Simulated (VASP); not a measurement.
Set up this calculation in VASP 6.6.1, as the native input.

```yaml
Task: single point
Functional: PBEsol
Potentials_or_basis: VASP PAW PBE potentials, release 64 (Be, Al)
Cutoff: 520 eV
k_mesh: 4 × 4 × 1
Occupations: gaussian, width 0.05 eV
Spin: no spin polarisation
Dipole_correction: no
Further_INCAR_settings: ALGO = Normal; EDIFF = 1e-07; NBANDS = 26
```

The structure of Be12Al lies in POSCAR:

```
Be12Al
1.0
    4.5800000000      0.0000000000      0.0000000000
    2.2900000000      3.9663960000      0.0000000000
    0.0000000000      0.0000000000     14.5884300000
Be Al
12 1
Direct
    0.0000000000      0.0000000000      0.0685474722
    0.5000000000      0.0000000000      0.0685474722
    0.0000000000      0.5000000000      0.0685474722
    0.5000000000      0.5000000000      0.0685474722
   -0.1662657061      0.3319174384      0.1904279624
    0.3336816306      0.3333734201      0.1902535091
   -0.1662607191      0.8339860669      0.1903058108
    0.3316739995      0.8339795119      0.1905124815
   -0.0005097220     -0.0000748791      0.3197967842
    0.4980968554      0.0029608743      0.3111593914
    0.0032748668      0.4981131486      0.3107655176
    0.4985863540      0.4989325322      0.3117424562
    0.6755735310      0.6679738987      0.4569901628
```

The input as run:

INCAR

```
SYSTEM = Be12Al
PREC     = Accurate       ! precision mode
ENCUT    = 520            ! plane-wave cutoff, eV
EDIFF    = 1E-7           ! SCF threshold, eV
ISMEAR   = 0              ! smearing method
SIGMA    = 0.05           ! smearing width, eV
LREAL    = .False.        ! projectors in reciprocal space
LASPH    = .True.         ! aspherical terms in the spheres
NELM     = 60             ! most SCF steps
ALGO     = Normal         ! electronic algorithm
ISIF     = 2              ! what is computed and relaxed
LWAVE    = .False.        ! write WAVECAR
LCHARG   = .True.         ! write CHGCAR
GGA      = PS             ! functional
LELF     = .True.         ! ELF
LVHAR    = .True.       
NBANDS   = 26             ! bands
```

KPOINTS

```
regular mesh
0
Gamma
  4 4 1
  0 0 0
```

Potentials or basis: VASP PAW PBE potentials, release 64 (Be, Al).

The run is started by

```bash
$ cat potpaw_PBE.64/Be/POTCAR potpaw_PBE.64/Al/POTCAR > POTCAR
$ mpirun -np 1 vasp_std > vasp.out
```

It gave:

```json
{"Largest force": "0.059 eV/Å"}
```

Caveat: the k points lie up to 0.40 Å⁻¹ apart; the PAW data sets were made with another functional, which shifts forces and pressure a little.

It took 90 s on 1 thread of Intel Xeon 6975P-C, on a shared host, peak memory 0.37 GiB.
